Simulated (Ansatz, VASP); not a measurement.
## C in VASP and in Ansatz

```
CELL_PARAMETERS angstrom
0.00000 1.78580 1.78580
1.78580 0.00000 1.78580
1.78580 1.78580 0.00000
ATOMIC_POSITIONS crystal
C 0.00000 0.00000 0.00000
C 0.25000 0.25000 0.25000
```

Alike in both runs: functional PBE; k mesh 12 × 12 × 12; no spin polarisation.

Ansatz relaxed the structure, and its values are those at the end. VASP's run is a single point on that final structure, the one shown.

```csv
,VASP,Ansatz
version,VASP 6.6.1,Ansatz 0.2.0
potentials or method,"VASP PAW PBE potentials, release 64 (C), cutoff 600 eV","scalar-relativistic, plane waves, PAW"
occupations,"gaussian, width 0.01 eV",fixed
valence electrons in the cell,8,8
```

|  | VASP | Ansatz | Ansatz less VASP |
| --- | --- | --- | --- |
| gap on the k mesh at the Fermi level (eV) | 4.14 | 4.15 | +0.007 |
| least direct gap on the mesh (eV) | 5.58 | 5.58 | +0.004 |
| pressure (GPa) | 0.0 | 0.0 | +0.01 |
